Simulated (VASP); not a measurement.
# NaBI4 (I-42m) in VASP: further runs

Runs on NaBI4. Level: PBE. Tasks: single point.

Everything below comes from runs of VASP 6.6.1. Logs are shortened: lines on timing, memory, paths and dates and some standing lists are left out, and cuts for length are marked.

## Step 1: The cell of the first run

The structure is tetragonal, space group I-42m (No. 121). The conventional cell has a = 8.685 Å, b = 8.685 Å, c = 5.491 Å, α = 90.00°, β = 90.00°, γ = 90.00°. Within 3.6 Å of Na (site symmetry -42m) lie 2 B at 2.75 Å and 8 I at 3.38 to 3.51 Å. Within 3.6 Å of B (site symmetry -42m) lie 2 Na at 2.75 Å and 4 I at 2.81 Å. I (site symmetry m) has 1 B at 2.81 Å and 2 I at 2.84 Å and 2 Na at 3.38 to 3.51 Å within 3.7 Å.

The cell was generated, and may not be a known phase.

## Step 2: Single point, PBE

The input, INCAR:

```
SYSTEM = NaBI4
PREC = Accurate
ENCUT = 520
EDIFF = 1E-7
ISMEAR = 0
SIGMA = 0.1
LREAL = .FALSE.
LASPH = .TRUE.
NELM = 80
ALGO = Normal
ISIF = 2
LWAVE = .FALSE.
LCHARG = .TRUE.
GGA = PE
LELF = .TRUE.
LVHAR = .TRUE.
NBANDS = 28
```

The input, KPOINTS:

```
Automatic mesh
0
G
  4 4 4
  0 0 0
```

The input, POSCAR:

```
NaBI4
1.0
   -4.3423631400      4.3423631400      2.7453368400
    4.3423631400     -4.3423631400      2.7453368400
    4.3423631400      4.3423631400     -2.7453368400
Na B I
1 1 4
Direct
    0.0000000000      0.0000000000      0.0000000000
    0.5000000000      0.5000000000      0.0000000000
    0.1458998000      0.1458998000      0.5582274000
    0.5876724000      0.5876724000      0.4417726000
    0.8541002000      0.4123276000      0.0000000000
    0.4123276000      0.8541002000      0.0000000000
```

Potentials or basis: VASP PAW PBE potentials, release 64 (Na_pv, B, I).

Command:

```sh
$ cat potpaw_PBE.64/Na_pv/POTCAR potpaw_PBE.64/B/POTCAR potpaw_PBE.64/I/POTCAR > POTCAR
$ mpirun -np 1 vasp_std > vasp.out
```

OUTCAR:

```text
SYSTEM = NaBI4
   PREC = Accurate
   ENCUT = 520
   EDIFF = 1E-7
   ISMEAR = 0
   LREAL = .FALSE.
   LASPH = .TRUE.
   NELM = 80
   ISIF = 2
   GGA = PE

 ion  position               nearest neighbor table
   1  0.000  0.000  0.000-
   2  0.500  0.500  0.000-   3 2.81   4 2.81   5 2.81   6 2.81
   3  0.146  0.146  0.558-   2 2.81   4 2.84   4 2.84
   4  0.588  0.588  0.442-   2 2.81   3 2.84   3 2.84
   5  0.854  0.412  0.000-   2 2.81   6 2.84   6 2.84
   6  0.412  0.854  0.000-   2 2.81   5 2.84   5 2.84

  LATTYP: Found a body centered tetragonal cell.
 ALAT       =     8.6847262800
 C/A-ratio  =     0.6322218459

  Lattice vectors:

 A1 = (  -4.3423631400,   4.3423631400,   2.7453368400)
 A2 = (   4.3423631400,  -4.3423631400,   2.7453368400)
 A3 = (   4.3423631400,   4.3423631400,  -2.7453368400)

Analysis of symmetry for initial positions (statically):
=====================================================================
 Subroutine PRICEL returns:
 Original cell was already a primitive cell.

 Routine SETGRP: Setting up the symmetry group for a
 body centered tetragonal supercell.

 Subroutine GETGRP returns: Found  8 space group operations
 (whereof  8 operations were pure point group operations)
 out of a pool of 16 trial point group operations.

The static configuration has the point symmetry D_2d.

Analysis of symmetry for dynamics (positions and initial velocities):
=====================================================================
 Subroutine PRICEL returns:
 Original cell was already a primitive cell.

 Routine SETGRP: Setting up the symmetry group for a
 body centered tetragonal supercell.

 Subroutine GETGRP returns: Found  8 space group operations
 (whereof  8 operations were pure point group operations)
 out of a pool of 16 trial point group operations.

The dynamic configuration has the point symmetry D_2d.

 Subroutine INISYM returns: Found  8 space group operations
 (whereof  8 operations are pure point group operations),
 and found     1 'primitive' translations

----------------------------------------------------------------------------------------

                                     Primitive cell

  volume of cell :     207.0656

  direct lattice vectors                    reciprocal lattice vectors
    -4.342363140  4.342363140  2.745336840     0.000000000  0.115144677  0.182127014
[... 83 lines left out ...]
   LREAL  =      F    real-space projection
   EDIFFG = 0.1E-05   stopping-criterion for IOM
   NSW    =      0    number of steps for IOM
   IBRION =     -1    ionic relax: 0-MD 1-quasi-New 2-CG
   NFREE  =      0    steps in history (QN), initial steepest desc. (CG)
   ISIF   =      2    stress and relaxation
   ISYM   =      2    0-nonsym 1-usesym 2-fastsym
   POTIM  = 0.5000    time-step for ionic-motion
   TEBEG  =    0.0;   TEEND  =   0.0 temperature during run
   PSTRESS=    0.0 pullay stress
   NELECT =      38.0000    total number of electrons
   NUPDOWN=      -1.0000    fix difference up-down
   EMIN   =  10.00;   EMAX   =-10.00  energy-range for DOS
   EFERMI =   0.00;   METHOD = LEGACY
   ISMEAR =     0;   SIGMA  =   0.10  broadening in eV -4-tet -1-fermi 0-gaus
   EFERMI_NEDOS =   21; number of points for ismear=-14 and -15
   IALGO  =     38    algorithm
   IMIX   =      4    mixing-type and parameters
     AMIX     =   0.40;   BMIX     =  1.00
     AMIX_MAG =   1.60;   BMIX_MAG =  1.00
  volume/ion in A,a.u.               =      34.51       232.89
  Fermi-wavevector in a.u.,A,eV,Ry     =   0.930322  1.758054 11.775835  0.865499
  Thomas-Fermi vector in A             =   2.056698
   LORBIT       =      0    0 simple, 1 ext, 2 COOP (PROOUT), +10 PAW based schemes
   GGA     = PE    functional components
   LHFCALC =     F    Hartree Fock is set to
   AEXX    =    0.0000 exact exchange contribution
   IVDW    =     0    specifies the selected vdW correction
   LEPSILON=     F    determine dielectric tensor
   LRPA    =     F    only Hartree local field effects (RPA)
 non-spin polarized calculation
 Gauss-broadening in eV      SIGMA  =   0.10
  energy-cutoff  :      520.00
  volume of cell :      207.07
 maximum number of plane-waves:      5631
   NGX = 25   NGY = 25   NGZ = 25

 number of electron      38.0000001 magnetization

 Free energy of the ion-electron system (eV)
  ---------------------------------------------------
  ext. energy  EPLUGINS =         0.00000000
  ---------------------------------------------------
  free energy    TOTEN  =       -10.58159944 eV

  energy without entropy =      -10.55975290  energy(sigma->0) =      -10.57067617

 E-fermi :   3.7163     XC(G=0):  -7.8827

 val. band max:        3.6939732565   @ k =  -0.2500   0.2500   0.2500
 cond. band min:       3.7520366719   @ k =   0.2500   0.2500   0.0000
 fundamental gap:      0.0580634154
 Fermi energy:         3.7162831870

 k-point     1 :       0.0000    0.0000    0.0000
  band No.  band energies     occupation
      1     -20.8656      2.00000
      2     -20.8656      2.00000
      3     -20.8128      2.00000
      4     -11.4384      2.00000
      5     -11.0795      2.00000
      6      -8.3516      2.00000
[... 392 lines left out ...]
     27       8.9847      0.00000
     28       8.9847      0.00000

------------------------ aborting loop because EDIFF is reached ----------------------------------------

  FORCE on cell =-STRESS in cart. coord.  units (eV):
  Direction    XX          YY          ZZ          XY          YZ          ZX
  --------------------------------------------------------------------------------------
  -------------------------------------------------------------------------------------
  Total        0.9225476      0.9225476     19.9369551      0.0000000      0.0000000      0.0000000
  in kB        7.1382454      7.1382454    154.2629046      0.0000000      0.0000000      0.0000000
  external PRESSURE =      56.1797984 kB  Pullay stress =       0.0000000 kB

 VOLUME and BASIS-vectors are now :
 -----------------------------------------------------------------------------
  energy-cutoff  :      520.00
  volume of cell :      207.07
      direct lattice vectors                 reciprocal lattice vectors
    -4.342363140  4.342363140  2.745336840     0.000000000  0.115144677  0.182127014
     4.342363140 -4.342363140  2.745336840     0.115144677  0.000000000  0.182127014
     4.342363140  4.342363140 -2.745336840     0.115144677  0.115144677  0.000000000

 POSITION                                       TOTAL-FORCE (eV/Angst)
 -----------------------------------------------------------------------------------
      0.00000      0.00000      0.00000         0.000000     -0.000000     -0.000000
      0.00000      0.00000      2.74534         0.000000     -0.000000     -0.000000
      2.42403      2.42403     -0.73143        -0.002776     -0.002776      0.056719
      1.91834      1.91834      2.01390         0.002776      0.002776      0.056719
     -1.91834      1.91834      3.47677        -0.002776      0.002776     -0.056719
      1.91834     -1.91834      3.47677         0.002776     -0.002776     -0.056719
 -----------------------------------------------------------------------------------
    total drift:                                0.000004      0.000004      0.000005

  FREE ENERGIE OF THE ION-ELECTRON SYSTEM (eV)
  ---------------------------------------------------
  free  energy   TOTEN  =       -10.5815994394 eV

  energy  without entropy=      -10.5597529021  energy(sigma->0) =      -10.57067617
```

stdout:

```text
POSCAR found type information on POSCAR NaB I
 POSCAR found :  3 types and       6 ions
 scaLAPACK will be used
 LDA part: xc-table for (Slater+PW92), standard interpolation
 POSCAR, INCAR and KPOINTS ok, starting setup
 FFT: planning ... GRIDC
 FFT: planning ... GRID_SOFT
 FFT: planning ... GRID
 WAVECAR not read
 entering main loop
```

Run time: 2.9 min. Hardware: 1 thread of Oxide Virtual Turin-like, shared host; peak memory 0.33 GiB.

What came out:

```yaml
Free_energy: -10.5816 eV
Pressure: 5.6 GPa
Largest_force: 0.057 eV/Å
Band_gap_on_the_k_mesh: zero (bands 19 and 20 overlap by 1.54 eV)
```

Forces on the atoms (eV/Å):
```
Na   0.000  0.000  0.000
B    0.000  0.000  0.000
I   -0.003 -0.003  0.057
I    0.003  0.003  0.057
I   -0.003  0.003 -0.057
I    0.003 -0.003 -0.057
```

Caveat: the stress differs along the axes, from 1 to 15 GPa; spin-orbit coupling is left out, which moves the levels of the heavy elements.

## Step 3: Single point, PBE

This run uses another cell than the first one, of 45.71 Å³/atom.

The input, INCAR:

```
SYSTEM = NaBI4
ALGO = Normal ; EDIFF = 1E-6
ENCUT = 520 ; GGA = PE
ISIF = 2 ; ISMEAR = 0
LASPH = .TRUE. ; LCHARG = .FALSE.
LREAL = .FALSE. ; LWAVE = .FALSE.
NBANDS = 28 ; NELM = 100
PREC = Accurate ; SIGMA = 0.1
```

The input, KPOINTS:

```
k-points
0
G
  4 4 4
  0 0 0
```

The input, POSCAR:

```
NaBI4
1.0
   -4.2161339682      4.2161339682      3.8575177764
    4.2161339682     -4.2161339682      3.8575177764
    4.2161339682      4.2161339682     -3.8575177764
Na B I
1 1 4
Direct
    0.0000000000      0.0000000000      0.0000000000
    0.5000000000      0.5000000000      0.0000000000
    0.1748076648      0.1748076648      0.6905273264
    0.4842803383      0.4842803383      0.3094726736
    0.8251923352      0.5157196617      0.0000000000
    0.5157196617      0.8251923352      0.0000000000
```

Potentials or basis: VASP PAW PBE potentials, release 64 (Na_pv, B, I).

Command:

```sh
$ cat potpaw_PBE.64/Na_pv/POTCAR potpaw_PBE.64/B/POTCAR potpaw_PBE.64/I/POTCAR > POTCAR
$ mpirun -np 1 vasp_std > vasp.out
```

OUTCAR:

```text
SYSTEM = NaBI4
   EDIFF = 1E-6
   ENCUT = 520
   GGA = PE
   ISIF = 2
   ISMEAR = 0
   LASPH = .TRUE.
   LREAL = .FALSE.
   NELM = 100
   PREC = Accurate

 ion  position               nearest neighbor table
   1  0.000  0.000  0.000-   5 3.14   6 3.14   4 3.14   3 3.14
   2  0.500  0.500  0.000-   5 2.27   6 2.27   3 2.27   4 2.27
   3  0.175  0.175  0.691-   2 2.27   1 3.14
   4  0.484  0.484  0.309-   2 2.27   1 3.14
   5  0.825  0.516  0.000-   2 2.27   1 3.14
   6  0.516  0.825  0.000-   2 2.27   1 3.14

  LATTYP: Found a body centered tetragonal cell.
 ALAT       =     8.4322679364
 C/A-ratio  =     0.9149419363

  Lattice vectors:

 A1 = (  -4.2161339682,   4.2161339682,   3.8575177764)
 A2 = (   4.2161339682,  -4.2161339682,   3.8575177764)
 A3 = (   4.2161339682,   4.2161339682,  -3.8575177764)

Analysis of symmetry for initial positions (statically):
=====================================================================
 Subroutine PRICEL returns:
 Original cell was already a primitive cell.

[... 166 lines left out ...]
 E-fermi :   0.3751     XC(G=0):  -6.6182

 val. band max:       -0.0370285442   @ k =   0.5000   0.5000   0.5000
 cond. band min:       2.7263448185   @ k =   0.5000   0.5000   0.5000
 fundamental gap:      2.7633733627
 Fermi energy:         0.3750720505

 k-point     1 :       0.0000    0.0000    0.0000
  band No.  band energies     occupation
      1     -23.1882      2.00000
      2     -23.1882      2.00000
      3     -23.1670      2.00000
      4     -12.6965      2.00000
      5     -11.4814      2.00000
      6     -11.4162      2.00000
[... 392 lines left out ...]
     27       6.7116      0.00000
     28       6.7116      0.00000

------------------------ aborting loop because EDIFF is reached ----------------------------------------

  FORCE on cell =-STRESS in cart. coord.  units (eV):
  Direction    XX          YY          ZZ          XY          YZ          ZX
  --------------------------------------------------------------------------------------
  -------------------------------------------------------------------------------------
  Total       -0.0587611     -0.0587611      0.1463507      0.0000000      0.0000000      0.0000000
  in kB       -0.3432447     -0.3432447      0.8548867      0.0000000      0.0000000      0.0000000
  external PRESSURE =       0.0561324 kB  Pullay stress =       0.0000000 kB

 VOLUME and BASIS-vectors are now :
 -----------------------------------------------------------------------------
  energy-cutoff  :      520.00
  volume of cell :      274.28
      direct lattice vectors                 reciprocal lattice vectors
    -4.216133968  4.216133968  3.857517776     0.000000000  0.118592057  0.129617031
     4.216133968 -4.216133968  3.857517776     0.118592057  0.000000000  0.129617031
     4.216133968  4.216133968 -3.857517776     0.118592057  0.118592057  0.000000000

 POSITION                                       TOTAL-FORCE (eV/Angst)
 -----------------------------------------------------------------------------------
      0.00000      0.00000      0.00000        -0.000000      0.000000      0.000000
      0.00000      0.00000      3.85752        -0.000000      0.000000      0.000000
      2.91136      2.91136     -1.31507         0.006570      0.006570     -0.000720
      1.30478      1.30478      2.54244        -0.006570     -0.006570     -0.000720
     -1.30478      1.30478      5.17259         0.006570     -0.006570      0.000720
      1.30478     -1.30478      5.17259        -0.006570      0.006570      0.000720
 -----------------------------------------------------------------------------------
    total drift:                                0.000003      0.000003      0.000002

  FREE ENERGIE OF THE ION-ELECTRON SYSTEM (eV)
  ---------------------------------------------------
  free  energy   TOTEN  =       -16.7385890035 eV

  energy  without entropy=      -16.7385890035  energy(sigma->0) =      -16.73858900
```

OSZICAR:

```text
N       E                     dE             d eps       ncg     rms          rms(c)
DAV:   1     0.252699693204E+03    0.25270E+03   -0.14746E+04   768   0.109E+03
DAV:   2     0.934797974176E+01   -0.24335E+03   -0.23413E+03   940   0.213E+02
DAV:   3    -0.162465062374E+02   -0.25594E+02   -0.25490E+02   960   0.772E+01
DAV:   4    -0.169711729505E+02   -0.72467E+00   -0.72390E+00   984   0.140E+01
DAV:   5    -0.169879046732E+02   -0.16732E-01   -0.16730E-01   996   0.228E+00    0.980E+00
DAV:   6    -0.167567727516E+02    0.23113E+00   -0.22788E-01   836   0.271E+00    0.496E+00
DAV:   7    -0.167312943939E+02    0.25478E-01   -0.18103E-01   900   0.179E+00    0.200E+00
DAV:   8    -0.167381348629E+02   -0.68405E-02   -0.26554E-02   820   0.829E-01    0.295E-01
DAV:   9    -0.167378861419E+02    0.24872E-03   -0.34414E-03   872   0.288E-01    0.154E-01
DAV:  10    -0.167385212051E+02   -0.63506E-03   -0.10008E-03   776   0.156E-01    0.615E-02
DAV:  11    -0.167385418074E+02   -0.20602E-04   -0.42570E-05   940   0.375E-02    0.316E-02
DAV:  12    -0.167385851080E+02   -0.43301E-04   -0.63152E-05   776   0.380E-02    0.539E-03
DAV:  13    -0.167385883605E+02   -0.32525E-05   -0.42593E-06   812   0.111E-02    0.508E-03
DAV:  14    -0.167385890035E+02   -0.64306E-06   -0.92158E-07   600   0.605E-03
   1 F= -.16738589E+02 E0= -.16738589E+02  d E =-.371424E-10
```

It took 3 min on 1 thread of Oxide Virtual Turin-like, shared host; peak memory 0.4 GiB.

What came out:

```
Free energy            : -16.7386 eV
Pressure               : 0.0 GPa
Largest force          : 0.009 eV/Å
Band gap on the k mesh : 2.76 eV
```

Forces on the atoms (eV/Å):
```
Na   0.000  0.000  0.000
B    0.000  0.000  0.000
I    0.007  0.007 -0.001
I   -0.007 -0.007 -0.001
I    0.007 -0.007  0.001
I   -0.007  0.007  0.001
```

Stress tensor (GPa, compression positive):
```
-0.03  0.00  0.00
 0.00 -0.03  0.00
 0.00  0.00  0.09
```

Caveat: spin-orbit coupling is left out, which moves the levels of the heavy elements. A k mesh can miss the band edges.

The gap in the log of VASP goes by the Fermi energy; the results here count the filled bands.